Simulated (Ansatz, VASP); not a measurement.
**BaTiO3 in VASP and in Ansatz**

```
CELL_PARAMETERS angstrom
2.70920 1.56416 2.21647
-2.70920 1.56416 2.21647
0.00000 -3.12831 2.21647
ATOMIC_POSITIONS crystal
Ba 0.99423 0.99423 0.99423
Ti 0.49423 0.49423 0.49423
O 0.49421 0.99422 0.49421
O 0.49421 0.49421 0.99422
O 0.99422 0.49421 0.49421
```

Change from the starting cell: equal strain along all axes, cell held, atoms relaxed: -4.5 %.

Alike in both runs: task relaxation of the atoms; functional r2SCAN; k mesh 6 × 6 × 6; occupations gaussian, width 0.02 eV; no spin polarisation; Hubbard terms Ti d U = 4.0 eV.

```csv
,VASP,Ansatz
version,VASP 6.6.1,Ansatz 0.2.0
potentials or method,"VASP PAW PBE potentials, release 64 (Ba_sv, Ti_sv, O), cutoff 580 eV","scalar-relativistic, plane waves, PAW"
valence electrons in the cell,40,40
```

```tsv
	VASP	Ansatz	Ansatz less VASP
gap on the k mesh at the Fermi level, each at its own relaxed structure (eV)	3.00	3.01	+0.010
```

VASP's potentials were made for PBE, not for r2SCAN. The programs project onto different local orbitals, so the same U acts differently, and such runs can settle in different states. Ansatz's warnings: near symmetry operation missed by atoms, stress scf threshold loose.

Spin-orbit coupling is off throughout.
